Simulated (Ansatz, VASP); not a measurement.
Two plane-wave programs on Li2Se

The input POSCAR:

```
Li2Se
1.0
    0.0000000000      2.9935210614      2.9935210614
    2.9935210614      0.0000000000      2.9935210614
    2.9935210614      2.9935210614      0.0000000000
Se Li
1 2
Direct
    0.0000000000      0.0000000000      0.0000000000
    0.2500000000      0.2500000000      0.2500000000
    0.7500000000      0.7500000000      0.7500000000
```

The input INCAR.step1:

```
PREC = Accurate
ENCUT = 830
ISMEAR = 0
SIGMA = 0.01
LREAL = False
LASPH = True
NELM = 120
NBANDS = 13
GGA = PE
ALGO = Normal
EDIFF = 1E-5
LWAVE = True
LCHARG = False
GGA_COMPAT = False
```

File INCAR.step2:

```
PREC = Accurate
ENCUT = 830
EDIFF = 1E-6
ISMEAR = 0
SIGMA = 0.01
LREAL = False
LASPH = True
NELM = 120
ALGO = Normal
ISIF = 2
LWAVE = False
LCHARG = False
METAGGA = R2SCAN
LMIXTAU = True
NBANDS = 13
ISTART = 1
GGA_COMPAT = False
```

KPOINTS

```
regular mesh
0
Gamma
  4 4 4
```

Input for Ansatz:

```yaml
crystal:
  lattice:
    - [0.0, 2.9935210614, 2.9935210614]
    - [2.9935210614, 0.0, 2.9935210614]
    - [2.9935210614, 2.9935210614, 0.0]
  atoms:
    - { symbol: Se, position: [0.0, 0.0, 0.0] }
    - { symbol: Li, position: [0.25, 0.25, 0.25] }
    - { symbol: Li, position: [0.75, 0.75, 0.75] }
kpoints:
  mp_grid: { grid: [4, 4, 4] }
hamiltonian:
  xc: r2scan
scf:
  occupations: { method: fixed }
output:
  optics:
    e_range: [0.5, 30]
    de: 0.1
    sigma: 0.4
    scissors: 0
    scheme: fermi_dirac
    bands: { spectra_wanted_up_to: 30 }
```

Alike in both runs: task single point; functional r2SCAN; k mesh 4 × 4 × 4; no spin polarisation.

|  | VASP | Ansatz |
| --- | --- | --- |
| version | VASP 6.6.1 | Ansatz 0.2.0 |
| potentials or method | VASP PAW PBE potentials, release 64 (Se, Li_sv) | plane waves, PAW |
| plane-wave cutoff (eV) | 830 | 500 |
| occupations | gaussian, width 0.01 eV | fixed |
| valence electrons in the cell | 12 | 22 |

```tsv
	VASP	Ansatz	Ansatz less VASP
gap on the k mesh at the Fermi level (eV)	3.45	3.47	+0.020
```

VASP's potentials were made for PBE, not for r2SCAN. VASP's potentials hold 12 valence electrons a cell and Ansatz's 22, so a difference there can come from the potentials and not from the codes.

The k mesh is coarse, so the values compare programs but aren't converged.
